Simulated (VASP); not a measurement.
# LiPr3N2 (P-3m1) in VASP: relaxation of cell and atoms with PBE

Aim: the relaxation of cell and atoms of LiPr3N2 with PBE.

All numbers are computed with VASP 6.6.1; they aren't measurements. Logs are shortened: lines on timing, memory, paths and dates and some standing lists are left out, and cuts for length are marked.

### 1 The cell of the first run

Symmetry: P-3m1, No. 164, trigonal system. The conventional cell has a = 3.665 Å, b = 3.665 Å, c = 12.097 Å, α = 90.00°, β = 90.00°, γ = 120.00°. Li (site symmetry -3m) has 6 Li at 3.66 Å and 6 Pr at 3.82 Å and 6 N at 4.92 Å within 5.0 Å. Pr (site symmetry 3m) has 3 N at 2.47 Å within 3.3 Å. Pr (site symmetry -3m) has 6 N at 2.66 Å and 12 Pr at 3.57 to 3.66 Å within 3.7 Å. N (site symmetry 3m) has 6 Pr at 2.47 to 2.66 Å within 3.3 Å.

### 2 Relaxation of cell and atoms, PBE

File INCAR:

```
SYSTEM = LiPr3N2
PREC     = Accurate       ! precision mode
ENCUT    = 750            ! plane-wave cutoff, eV
EDIFF    = 1E-7           ! SCF threshold, eV
ISMEAR   = 0              ! smearing method
SIGMA    = 0.1            ! smearing width, eV
LREAL    = .False.        ! projectors in reciprocal space
LASPH    = .True.         ! aspherical terms in the spheres
NELM     = 200            ! most SCF steps
ALGO     = Normal         ! electronic algorithm
ISIF     = 3              ! what is computed and relaxed
LWAVE    = .False.        ! write WAVECAR
LCHARG   = .False.        ! write CHGCAR
GGA      = PE             ! functional
IBRION   = 2              ! ionic algorithm
NSW      = 80             ! ionic steps
EDIFFG   = -0.001         ! ionic threshold
GGA_COMPAT= .False.      
NELMIN   = 4            
LMAXMIX  = 6              ! l up to which the mixer works
```

File KPOINTS:

```
regular mesh
0
Gamma
  12 12 4
  0 0 0
```

File POSCAR:

```
LiPr3N2
1.0
    3.6647409149      0.0000000000      0.0000000000
   -1.8323704574      3.1737587306      0.0000000000
    0.0000000000      0.0000000000     12.0974626022
Li Pr N
1 3 2
Direct
    0.0000000000      0.0000000000      0.0000000000
    0.3333333333      0.6666666667      0.2624275591
    0.6666666667      0.3333333333      0.7375724409
    0.0000000000      0.0000000000      0.5000000000
    0.3333333333      0.6666666667      0.6329563057
    0.6666666667      0.3333333333      0.3670436943
```

Potentials or basis: VASP PAW PBE potentials, release 64 (Li_sv, Pr_3, N), 4f in core.

On the command line:

```console
$ cat potpaw_PBE.64/Li_sv/POTCAR potpaw_PBE.64/Pr_3/POTCAR potpaw_PBE.64/N/POTCAR > POTCAR
$ mpirun -np 1 vasp_std > vasp.out
```

OUTCAR:

```text
SYSTEM = LiPr3N2
   PREC = Accurate
   ENCUT = 750
   EDIFF = 1E-7
   ISMEAR = 0
   LREAL = .False.
   LASPH = .True.
   NELM = 200
   ISIF = 3
   GGA = PE
   IBRION = 2
   NSW = 80
   EDIFFG = -0.001
   NELMIN = 4

 ion  position               nearest neighbor table
   1  0.000  0.000  0.000-
   2  0.333  0.667  0.262-   6 2.47   6 2.47   6 2.47   4 3.57   4 3.57   4 3.57
   3  0.667  0.333  0.738-   5 2.47   5 2.47   5 2.47   4 3.57   4 3.57   4 3.57
   4  0.000  0.000  0.500-   5 2.66   6 2.66   5 2.66   6 2.66   6 2.66   5 2.66   2 3.57   3 3.57
                             2 3.57   3 3.57   2 3.57   3 3.57
   5  0.333  0.667  0.633-   3 2.47   3 2.47   3 2.47   4 2.66   4 2.66   4 2.66
   6  0.667  0.333  0.367-   2 2.47   2 2.47   2 2.47   4 2.66   4 2.66   4 2.66

  LATTYP: Found a hexagonal cell.
 ALAT       =     3.6647409149
 C/A-ratio  =     3.3010417061

  Lattice vectors:

 A1 = (   3.6647409149,   0.0000000000,   0.0000000000)
 A2 = (  -1.8323704574,   3.1737587306,   0.0000000000)
 A3 = (   0.0000000000,   0.0000000000,  12.0974626022)

Analysis of symmetry for initial positions (statically):
=====================================================================
 Subroutine PRICEL returns:
 Original cell was already a primitive cell.

 Routine SETGRP: Setting up the symmetry group for a
 hexagonal supercell.

 Subroutine GETGRP returns: Found 12 space group operations
 (whereof 12 operations were pure point group operations)
 out of a pool of 24 trial point group operations.

The static configuration has the point symmetry D_3d.

Analysis of symmetry for dynamics (positions and initial velocities):
=====================================================================
 Subroutine PRICEL returns:
 Original cell was already a primitive cell.

 Routine SETGRP: Setting up the symmetry group for a
 hexagonal supercell.

 Subroutine GETGRP returns: Found 12 space group operations
 (whereof 12 operations were pure point group operations)
 out of a pool of 24 trial point group operations.

The dynamic configuration has the point symmetry D_3d.

 Subroutine INISYM returns: Found 12 space group operations
 (whereof 12 operations are pure point group operations),
 and found     1 'primitive' translations

----------------------------------------------------------------------------------------

                                     Primitive cell

  volume of cell :     140.7056
[... 120 lines left out ...]
  Thomas-Fermi vector in A             =   2.264465
   LORBIT       =      0    0 simple, 1 ext, 2 COOP (PROOUT), +10 PAW based schemes
   GGA     = PE    functional components
   LHFCALC =     F    Hartree Fock is set to
   AEXX    =    0.0000 exact exchange contribution
   IVDW    =     0    specifies the selected vdW correction
   LEPSILON=     F    determine dielectric tensor
   LRPA    =     F    only Hartree local field effects (RPA)
 conjugate gradient relaxation of ions
 non-spin polarized calculation
 Gauss-broadening in eV      SIGMA  =   0.10
  energy-cutoff  :      750.00
  volume of cell :      140.71
 maximum number of plane-waves:      6582
 NGX is ok and might be reduce to    36
   NGX = 17   NGY = 17   NGZ = 55

--------------------------------------- Ionic step        1  -------------------------------------------

 number of electron      46.0000000 magnetization

 Free energy of the ion-electron system (eV)
  ---------------------------------------------------
  ext. energy  EPLUGINS =         0.00000000
  ---------------------------------------------------
  free energy    TOTEN  =       -37.73345629 eV

  energy without entropy =      -37.71118659  energy(sigma->0) =      -37.72232144

------------------------ aborting loop because EDIFF is reached ----------------------------------------

  FORCE on cell =-STRESS in cart. coord.  units (eV):
  Direction    XX          YY          ZZ          XY          YZ          ZX
  --------------------------------------------------------------------------------------
  -------------------------------------------------------------------------------------
  Total       -0.0895833     -0.0895833     -0.0391630     -0.0000000     -0.0000000     -0.0000000
  in kB       -1.0200609     -1.0200609     -0.4459383     -0.0000000     -0.0000000     -0.0000000
  external PRESSURE =      -0.8286867 kB  Pullay stress =       0.0000000 kB
[... 101 lines left out ...]
  FREE ENERGIE OF THE ION-ELECTRON SYSTEM (eV)
  ---------------------------------------------------
  free  energy   TOTEN  =       -37.7335089143 eV

  energy  without entropy=      -37.7112870036  energy(sigma->0) =      -37.72239796

[... ionic steps 4 to 14 ...]

--------------------------------------- Ionic step       15  -------------------------------------------

 number of electron      46.0000000 magnetization

------------------------ aborting loop because EDIFF is reached ----------------------------------------
[... 75 lines left out ...]
--------------------------------------- Ionic step       17  -------------------------------------------

 number of electron      46.0000000 magnetization

 Free energy of the ion-electron system (eV)
  ---------------------------------------------------
  ext. energy  EPLUGINS =         0.00000000
  ---------------------------------------------------
  free energy    TOTEN  =       -37.73352287 eV

  energy without entropy =      -37.71128163  energy(sigma->0) =      -37.72240225

 E-fermi :   3.4652     XC(G=0):  -9.3491

 val. band max:        3.4588481562   @ k =  -0.0833   0.2500   0.2500
 cond. band min:       3.4716266556   @ k =   0.1667   0.0833   0.5000
 fundamental gap:      0.0127784994
 Fermi energy:         3.4651903429

 k-point     1 :       0.0000    0.0000    0.0000
  band No.  band energies     occupation
      1     -43.3844      2.00000
      2     -33.0075      2.00000
      3     -32.9965      2.00000
      4     -32.3948      2.00000
      5     -15.8476      2.00000
      6     -15.3478      2.00000
[... 709 lines left out ...]
     26       4.7526      0.00000
     27       5.3278      0.00000

 [... further k-points ...]

------------------------ aborting loop because EDIFF is reached ----------------------------------------

  FORCE on cell =-STRESS in cart. coord.  units (eV):
  Direction    XX          YY          ZZ          XY          YZ          ZX
  --------------------------------------------------------------------------------------
  -------------------------------------------------------------------------------------
  Total        0.0039127      0.0039127     -0.0023540      0.0000000     -0.0000000      0.0000000
  in kB        0.0446130      0.0446130     -0.0268401      0.0000000     -0.0000000      0.0000000
  external PRESSURE =       0.0207953 kB  Pullay stress =       0.0000000 kB
[... 21 lines left out ...]
  FREE ENERGIE OF THE ION-ELECTRON SYSTEM (eV)
  ---------------------------------------------------
  free  energy   TOTEN  =       -37.7335228700 eV

  energy  without entropy=      -37.7112816315  energy(sigma->0) =      -37.72240225

 reached required accuracy - stopping structural energy minimisation
```

It took 52 min on 1 thread of Intel Xeon Platinum 8175M at 2.50GHz (Skylake/Cascade Lake), shared host; peak memory 0.68 GiB.

Results:

```yaml
Free_energy: -37.7335 eV
Relaxed_volume: 23.42 Å³/atom
Relaxed_cell: a = 3.663 Å, b = 3.663 Å, c = 12.095 Å, α = 90.00°, β = 90.00°, γ = 120.00°
Space_group_after_relaxing_to_0.1_Å: P-3m1 (No. 164)
Energy_gained_by_relaxing: 0.0 meV/atom
Ionic_steps: 17
Pressure_after_relaxing: 0.0 GPa
Band_gap_on_the_k_mesh: zero (bands 23 and 24 overlap by 0.64 eV)
```

Final structure:
```cif
data_structure
_symmetry_space_group_name_H-M 'P 1'
_symmetry_Int_Tables_number 1
_cell_length_a 3.6626
_cell_length_b 3.6626
_cell_length_c 12.0953
_cell_angle_alpha 90.000
_cell_angle_beta 90.000
_cell_angle_gamma 120.000
_cell_volume 140.52
loop_
_atom_site_label
_atom_site_type_symbol
_atom_site_fract_x
_atom_site_fract_y
_atom_site_fract_z
_atom_site_occupancy
Li1 Li 0.00000 0.00000 0.00000 1
Pr1 Pr 0.33333 0.66667 0.26235 1
Pr2 Pr 0.66667 0.33333 0.73765 1
Pr3 Pr 0.00000 0.00000 0.50000 1
N1 N 0.33333 0.66667 0.63312 1
N2 N 0.66667 0.33333 0.36688 1
```

Levels at points of the mesh, in eV from the Fermi level:
```tsv
k point	band 19	band 20	band 21	band 22	band 23	band 24	band 25	band 26	band 27
(0.00, 0.00, 0.00)	-3.47	-2.85	-2.85	-2.42	-0.77	0.66	1.41	1.41	1.59
(0.50, 0.00, 0.00)	-3.23	-2.46	-2.39	-1.33	0.10	0.17	0.66	1.00	1.96
(0.00, 0.00, 0.50)	-3.49	-2.85	-2.85	-2.25	-1.10	1.05	1.41	1.41	1.56
(0.50, 0.00, 0.50)	-3.22	-2.46	-2.38	-1.31	0.06	0.10	0.66	1.00	2.20
```

Caveat: spin-orbit coupling is left out, which moves the levels of the heavy elements; the 4f electrons are frozen in the core, so they carry no moment and show no levels; the run has no spin polarisation, though such a crystal can be magnetic.
